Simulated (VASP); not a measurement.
# Sb (P6_3/mmc) in VASP: a series of runs, part 2 of 2

VASP 6.6.1. The steps go on from the part before.

### Step 3. Single point, PBE

INCAR reads:

```
SYSTEM = Sb
ALGO = Normal ; EDIFF = 1E-6
ENCUT = 520 ; GGA = PE
ISIF = 2 ; ISMEAR = -1
LASPH = .TRUE. ; LCHARG = .FALSE.
LREAL = .FALSE. ; LWAVE = .FALSE.
NBANDS = 12 ; NELM = 100
PREC = Accurate ; SIGMA = 0.1
```

KPOINTS reads:

```
k-points
0
G
  17 17 9
  0 0 0
```

POSCAR reads:

```
Sb
1.0
    2.5605273446      0.0000000000      0.0000000000
   -1.2802636723      2.2174817275      0.0000000000
    0.0000000000      0.0000000000      4.0864621067
Sb
2
Direct
    0.3333333333      0.6666666667      0.2500000000
    0.6666666667      0.3333333333      0.7500000000
```

Potentials or basis: VASP PAW PBE potentials, release 64 (Sb).

Launch:

```
> cat potpaw_PBE.64/Sb/POTCAR > POTCAR
> mpirun -np 1 vasp_std > vasp.out
```

OUTCAR:

```text
SYSTEM = Sb
   EDIFF = 1E-6
   ENCUT = 520
   GGA = PE
   ISIF = 2
   ISMEAR = -1
   LASPH = .TRUE.
   LREAL = .FALSE.
   NELM = 100
   PREC = Accurate

 ion  position               nearest neighbor table
   1  0.333  0.667  0.250-   2 2.52   2 2.52   2 2.52   2 2.52   2 2.52   2 2.52   2 3.59   2 3.59
                             2 3.59   2 3.59   2 3.59   2 3.59
   2  0.667  0.333  0.750-   1 2.52   1 2.52   1 2.52   1 2.52   1 2.52   1 2.52   1 3.59   1 3.59
                             1 3.59   1 3.59   1 3.59   1 3.59

  LATTYP: Found a hexagonal cell.
 ALAT       =     2.5605273446
 C/A-ratio  =     1.5959455053

  Lattice vectors:

 A1 = (   2.5605273446,   0.0000000000,   0.0000000000)
 A2 = (  -1.2802636723,   2.2174817275,   0.0000000000)
 A3 = (   0.0000000000,   0.0000000000,   4.0864621067)

Analysis of symmetry for initial positions (statically):
=====================================================================
 Subroutine PRICEL returns:
 Original cell was already a primitive cell.

 Routine SETGRP: Setting up the symmetry group for a
 hexagonal supercell.

 Subroutine GETGRP returns: Found 24 space group operations
 (whereof 12 operations were pure point group operations)
 out of a pool of 24 trial point group operations.

The static configuration has the point symmetry D_3d.
 The point group associated with its full space group is D_6h.

Analysis of symmetry for dynamics (positions and initial velocities):
=====================================================================
 Subroutine PRICEL returns:
 Original cell was already a primitive cell.

 Routine SETGRP: Setting up the symmetry group for a
 hexagonal supercell.

 Subroutine GETGRP returns: Found 24 space group operations
 (whereof 12 operations were pure point group operations)
 out of a pool of 24 trial point group operations.

The dynamic configuration has the point symmetry D_3d.
 The point group associated with its full space group is D_6h.

 Subroutine INISYM returns: Found 24 space group operations
 (whereof 12 operations are pure point group operations),
 and found     1 'primitive' translations

----------------------------------------------------------------------------------------

                                     Primitive cell

  volume of cell :      23.2026

  direct lattice vectors                    reciprocal lattice vectors
     2.560527345  0.000000000  0.000000000     0.390544550  0.225481001  0.000000000
    -1.280263672  2.217481728  0.000000000     0.000000000  0.450962002  0.000000000
     0.000000000  0.000000000  4.086462107     0.000000000  0.000000000  0.244710455

  length of vectors
     2.560527345  2.560527345  4.086462107     0.450962002  0.450962002  0.244710455

  position of ions in fractional coordinates (direct lattice)
     0.333333333  0.666666667  0.250000000
     0.666666667  0.333333333  0.750000000

  ion indices of the primitive-cell ions
   primitive index   ion index
                 1           1
                 2           2

----------------------------------------------------------------------------------------

 KPOINTS: k-points

Automatic generation of k-mesh.
 Grid dimensions read from file:
 generate k-points for:   17   17    9

[... 21 lines left out ...]
  0.058824  0.000000  0.000000      6.000000
  0.117647  0.000000  0.000000      6.000000
  0.176471  0.000000  0.000000      6.000000
  0.235294  0.000000  0.000000      6.000000
  0.294118 -0.000000  0.000000      6.000000
[... 16 lines left out ...]
  0.411765  0.117647  0.000000     12.000000
  0.176471  0.176471  0.000000      6.000000
 [... further k-points ...]
   k-points           NKPTS =    165   k-points in BZ     NKDIM =    165   number of bands    NBANDS=     12
   number of dos      NEDOS =    301   number of ions     NIONS =      2
   total plane-waves  NPLWV =  12000
   dimension x,y,z NGX =    20 NGY =   20 NGZ =   30
   dimension x,y,z NGXF=    40 NGYF=   40 NGZF=   60
   ions per type =               2
   NGX,Y,Z   is equivalent  to a cutoff of  12.99, 12.99, 12.20 a.u.
   NGXF,Y,Z  is equivalent  to a cutoff of  25.97, 25.97, 24.41 a.u.
 SYSTEM =  Sb
   PREC   = accura    normal or accurate (medium, high low for compatibility)
   ISTART =      0    job   : 0-new  1-cont  2-samecut
   ICHARG =      2    charge: 1-file 2-atom 10-const
   ISPIN  =      1    spin polarized calculation?
   LNONCOLLINEAR =      F non collinear calculations
   LSORBIT =      F    spin-orbit coupling
   LASPH  =      T    aspherical Exc in radial PAW
   ENCUT  =  520.0 eV  38.22 Ry    6.18 a.u.   4.76  4.76  7.60*2*pi/ulx,y,z
   NELM   =    100;   NELMIN=  2; NELMDL= -5     # of ELM steps
   EDIFF  = 0.1E-05   stopping-criterion for ELM
   LREAL  =      F    real-space projection
   EDIFFG = 0.1E-04   stopping-criterion for IOM
   NSW    =      0    number of steps for IOM
   IBRION =     -1    ionic relax: 0-MD 1-quasi-New 2-CG
   NFREE  =      0    steps in history (QN), initial steepest desc. (CG)
   ISIF   =      2    stress and relaxation
   ISYM   =      2    0-nonsym 1-usesym 2-fastsym
   POTIM  = 0.5000    time-step for ionic-motion
   TEBEG  =    0.0;   TEEND  =   0.0 temperature during run
   PSTRESS=    0.0 pullay stress
   NELECT =      10.0000    total number of electrons
   NUPDOWN=      -1.0000    fix difference up-down
   EMIN   =  10.00;   EMAX   =-10.00  energy-range for DOS
   EFERMI =   0.00;   METHOD = LEGACY
   ISMEAR =    -1;   SIGMA  =   0.10  broadening in eV -4-tet -1-fermi 0-gaus
   EFERMI_NEDOS =   21; number of points for ismear=-14 and -15
   IALGO  =     38    algorithm
   IMIX   =      4    mixing-type and parameters
     AMIX     =   0.40;   BMIX     =  1.00
     AMIX_MAG =   1.60;   BMIX_MAG =  1.00
  volume/ion in A,a.u.               =      11.60        78.29
  Fermi-wavevector in a.u.,A,eV,Ry     =   1.236600  2.336835 20.805745  1.529179
  Thomas-Fermi vector in A             =   2.371202
   LORBIT       =      0    0 simple, 1 ext, 2 COOP (PROOUT), +10 PAW based schemes
   GGA     = PE    functional components
   LHFCALC =     F    Hartree Fock is set to
   AEXX    =    0.0000 exact exchange contribution
   IVDW    =     0    specifies the selected vdW correction
   LEPSILON=     F    determine dielectric tensor
   LRPA    =     F    only Hartree local field effects (RPA)
 non-spin polarized calculation
  energy-cutoff  :      520.00
  volume of cell :       23.20
 maximum number of plane-waves:       642
 NGX is ok and might be reduce to    20
   NGX =  9   NGY =  9   NGZ = 15

 number of electron      10.0000000 magnetization

 Free energy of the ion-electron system (eV)
  ---------------------------------------------------
  ext. energy  EPLUGINS =         0.00000000
  ---------------------------------------------------
  free energy    TOTEN  =         8.93131174 eV

  energy without entropy =        8.95326454  energy(sigma->0) =        8.94228814

 E-fermi :  25.2492     XC(G=0): -14.3263

 val. band max:       25.2416529398   @ k =   0.1765   0.0000   0.0000
 cond. band min:      25.2547260727   @ k =   0.3529   0.1176   0.4444
 fundamental gap:      0.0130731329
 Fermi energy:        25.2492143412

 k-point     1 :       0.0000    0.0000    0.0000
  band No.  band energies     occupation
      1       1.6968      2.00000
      2      11.5517      2.00000
      3      13.1141      2.00000
      4      32.4425      0.00000
      5      33.0126      0.00000
      6      33.0126      0.00000
      7      34.4220      0.00000
      8      35.2201      0.00000
      9      35.2201      0.00000
     10      35.2369      0.00000
     11      39.2495      0.00000
     12      39.3358      0.00000
[... 331 lines left out ...]
 k-point    24 :       0.1765    0.1765    0.0000
  band No.  band energies     occupation
      1       5.0019      2.00000
      2      15.3295      2.00000
      3      15.7038      2.00000
      4      21.2075      2.00000
      5      21.8405      2.00000
      6      30.0171      0.00000
      7      30.6663      0.00000
      8      30.8423      0.00000
      9      31.0213      0.00000
     10      36.3737      0.00000
     11      38.0897      0.00000
     12      39.2569      0.00000

 [... further k-points ...]
[... 5 lines left out ...]
  --------------------------------------------------------------------------------------
  -------------------------------------------------------------------------------------
  Total       55.5965757     55.5965757     55.5387132      0.0000000      0.0000000      0.0000000
  in kB     3839.0315538   3839.0315538   3835.0360589      0.0000000      0.0000000      0.0000000
  external PRESSURE =    3837.6997222 kB  Pullay stress =       0.0000000 kB

 VOLUME and BASIS-vectors are now :
 -----------------------------------------------------------------------------
  energy-cutoff  :      520.00
  volume of cell :       23.20
      direct lattice vectors                 reciprocal lattice vectors
     2.560527345  0.000000000  0.000000000     0.390544550  0.225481001  0.000000000
    -1.280263672  2.217481728  0.000000000     0.000000000  0.450962002  0.000000000
     0.000000000  0.000000000  4.086462107     0.000000000  0.000000000  0.244710455

 POSITION                                       TOTAL-FORCE (eV/Angst)
 -----------------------------------------------------------------------------------
     -0.00000      1.47832      1.02162         0.000000      0.000000      0.000000
      1.28026      0.73916      3.06485        -0.000000     -0.000000      0.000000
 -----------------------------------------------------------------------------------
    total drift:                               -0.000000      0.000000      0.000000

  FREE ENERGIE OF THE ION-ELECTRON SYSTEM (eV)
  ---------------------------------------------------
  free  energy   TOTEN  =         8.9313117426 eV

  energy  without entropy=        8.9532645398  energy(sigma->0) =        8.94228814
```

stdout:

```text
POSCAR found type information on POSCAR Sb
 POSCAR found :  1 types and       2 ions
 scaLAPACK will be used
 LDA part: xc-table for (Slater+PW92), standard interpolation
 POSCAR, INCAR and KPOINTS ok, starting setup
 FFT: planning ... GRIDC
 FFT: planning ... GRID_SOFT
 FFT: planning ... GRID
 WAVECAR not read
 entering main loop
```

It took 34 s on 1 thread of Intel Xeon 6975P-C, shared host; peak memory 0.16 GiB.

What came out:

* Free energy: 8.9313 eV
* Pressure: 383.8 GPa
* Band gap on the k mesh: zero (band 5 reaches 33.12 eV, above the bottom of band 6 at 18.46 eV)

Stress tensor (GPa, compression positive):
```
383.90   0.00   0.00
  0.00 383.90   0.00
  0.00   0.00 383.50
```

Caveat: spin-orbit coupling is left out, which moves the levels of the heavy elements.
